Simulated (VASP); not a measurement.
Here is a VASP 6.6.1 calculation.

INCAR

```
  PREC = Accurate
  ENCUT = 520
  EDIFF = 1E-7
  ISMEAR = 0
  SIGMA = 0.1
  LREAL = F
  LASPH = T
  NELM = 80
  ALGO = Normal
  ISIF = 2
  LWAVE = F
  LCHARG = F
  GGA = PE
  NBANDS = 33
```

File KPOINTS:

```
Automatic mesh
0
Gamma
  4 4 4
```

File POSCAR:

```
BaCaBr4
1.0
    0.0000000000      4.4659125600      4.4659125600
    4.4659125600      0.0000000000      4.4659125600
    4.4659125600      4.4659125600      0.0000000000
Ba Ca Br
1 1 4
Direct
    0.0000000000      0.0000000000      0.0000000000
    0.7500000000      0.7500000000      0.7500000000
    0.8735521400      0.3754826200      0.3754826200
    0.3754826200      0.3754826200      0.3754826200
    0.3754826200      0.8735521400      0.3754826200
    0.3754826200      0.3754826200      0.8735521400
```

Potentials or basis: VASP PAW PBE potentials, release 64 (Ba_sv, Ca_sv, Br).

The run is started by

```sh
$ cat potpaw_PBE.64/Ba_sv/POTCAR potpaw_PBE.64/Ca_sv/POTCAR potpaw_PBE.64/Br/POTCAR > POTCAR
$ mpirun -np 1 vasp_std > vasp.out
```

**Question.** Predict the pressure.

**Answer.** 4.5 GPa.

**Question.** Predict the largest force.

**Answer.** 0.029 eV/Å.

**Question.** Estimate the band gap on the k mesh.

**Answer.** Zero (bands 24 and 25 overlap by 0.18 eV).

Forces in eV/Å, atoms in the order of the input:
```
Ba   0.000  0.000  0.000
Ca   0.000  0.000  0.000
Br  -0.017  0.017  0.017
Br  -0.017 -0.017 -0.017
Br   0.017 -0.017  0.017
Br   0.017  0.017 -0.017
```

Caveat: the cell stands under pressure; spin-orbit coupling is left out, which moves the levels of the heavy elements.
